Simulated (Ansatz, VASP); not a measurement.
# Yb in VASP and in Ansatz

The input POSCAR:

```
Yb
1.0
    0.0000000000      2.6096620394      2.6096620394
    2.6096620394      0.0000000000      2.6096620394
    2.6096620394      2.6096620394      0.0000000000
Yb
1
Direct
    0.0000000000      0.0000000000      0.0000000000
```

File INCAR.step1:

```
PREC = Accurate
ENCUT = 520
ISMEAR = -1
SIGMA = 0.1
LREAL = F
LASPH = T
NELM = 60
NBANDS = 18
GGA = PE
ALGO = Normal
EDIFF = 1E-4
LWAVE = T
LCHARG = F
```

The input INCAR.step2:

```
PREC = Accurate
ENCUT = 520
EDIFF = 1E-7
ISMEAR = -1
SIGMA = 0.1
LREAL = F
LASPH = T
NELM = 60
ALGO = Normal
ISIF = 2
LWAVE = F
LCHARG = T
METAGGA = R2SCAN
LMIXTAU = T
LELF = T
LVHAR = T
NBANDS = 18
ISTART = 1
```

File KPOINTS:

```
Automatic mesh
0
Gamma
  8 8 8
```

Input for Ansatz:

```yaml
crystal:
  lattice:
    - [0.0, 2.6096620394, 2.6096620394]
    - [2.6096620394, 0.0, 2.6096620394]
    - [2.6096620394, 2.6096620394, 0.0]
  atoms:
    - { symbol: Yb, position: [0.0, 0.0, 0.0] }
hamiltonian:
  xc: r2scan
  pseudopotentials:
    kind: paw
    azcp:
      Yb: "pseudopotentials/Yb.paw.azcp"
basis:
  ecutwfc: 500
  fft_grid_basis: typed
kpoints:
  mp_grid: { grid: [8, 8, 8], shift: [0, 0, 0] }
magnetization:
  spin_polarized: false
scf:
  occupations: { method: fermi_dirac, width: 0.1 }
  lower_state_search: "off"
output:
  stress: true
```

Alike in both runs: task single point; functional r2SCAN; k mesh 8 × 8 × 8; occupations fermi-dirac, width 0.1 eV; no spin polarisation.

|  | VASP | Ansatz |
| --- | --- | --- |
| version | VASP 6.6.1 | Ansatz 0.2.0 |
| potentials or method | VASP PAW PBE potentials, release 64 (Yb), cutoff 520 eV | plane waves (500 eV) with PAW, scalar-relativistic |
| valence electrons in the cell | 24 | 24 |

|  | VASP | Ansatz | Ansatz less VASP |
| --- | --- | --- | --- |
| pressure (GPa) | -0.2 | 0.0 | +0.16 |

VASP's potentials were made for PBE, not for r2SCAN. The functional is the same, so the differences come from potentials, cutoffs and numerics.

Neither program's run includes spin-orbit coupling.
